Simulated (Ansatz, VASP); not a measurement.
## InP in VASP and in Ansatz

INCAR

```
  ALGO = Normal
  EDIFF = 1E-8
  ENCUT = 520
  GGA = PE
  ISIF = 2
  ISMEAR = -1
  LASPH = T
  LCHARG = F
  LEFG = T
  LREAL = F
  LWAVE = F
  NBANDS = 16
  NELM = 80
  PREC = Accurate
  SIGMA = 0.03
```

The input KPOINTS:

```
k-points
0
Gamma
  11 11 11
```

Contents of POSCAR:

```
InP
1.0
    0.0000000000      2.8550000000      2.8264500000
    2.8550000000      0.0000000000      2.8264500000
    2.8550000000      2.8550000000      0.0000000000
In P
1 1
Direct
    0.0000000000      0.0000000000      0.0000000000
    0.5000000000      0.5000000000      0.5000000000
```

Input for Ansatz:

```yaml
crystal:
  lattice:
    - [0.0, 2.855, 2.82645]
    - [2.855, 0.0, 2.82645]
    - [2.855, 2.855, 0.0]
  atoms:
    - { symbol: In, position: [0.0, 0.0, 0.0] }
    - { symbol: P, position: [0.5, 0.5, 0.5] }
kpoints:
  mp_grid: { grid: [11, 11, 11] }
scf:
  occupations: { method: fermi_dirac, width: 0.03 }
hamiltonian:
  xc: pbe
  pseudopotentials: { kind: all_electron, datasets: crystal }
output:
  forces: true
  stress: true
  eigenvalues: true
  efg: { contact_densities: true }
```

Change from the starting cell: zz strain of -1 %, crystal datasets.

Alike in both runs: task electric field gradients; functional PBE; k mesh 11 × 11 × 11; occupations fermi-dirac, width 0.03 eV; no spin polarisation.

|  | VASP | Ansatz |
| --- | --- | --- |
| version | VASP 6.6.1 | Ansatz 0.2.0 |
| potentials or method | VASP PAW PBE potentials, release 64 (In_d, P), cutoff 520 eV | all-electron PAW with datasets made for the crystal, scalar-relativistic |

VASP gave:

| Property | Result |
| --- | --- |
| pressure (GPa) | -4.9 |
| traceless stress, the component that is largest in VASP (GPa) | 0.58 |
| size of Vzz on the site where it differs most (V/Å²) | 9.4 |

Which values does Ansatz return?

Pressure (GPa): -4.9; traceless stress, the component that is largest in VASP (GPa): 0.58; size of Vzz on the site where it differs most (V/Å²): 9.3.

Ansatz ran all-electron here, and VASP with PAW potentials.
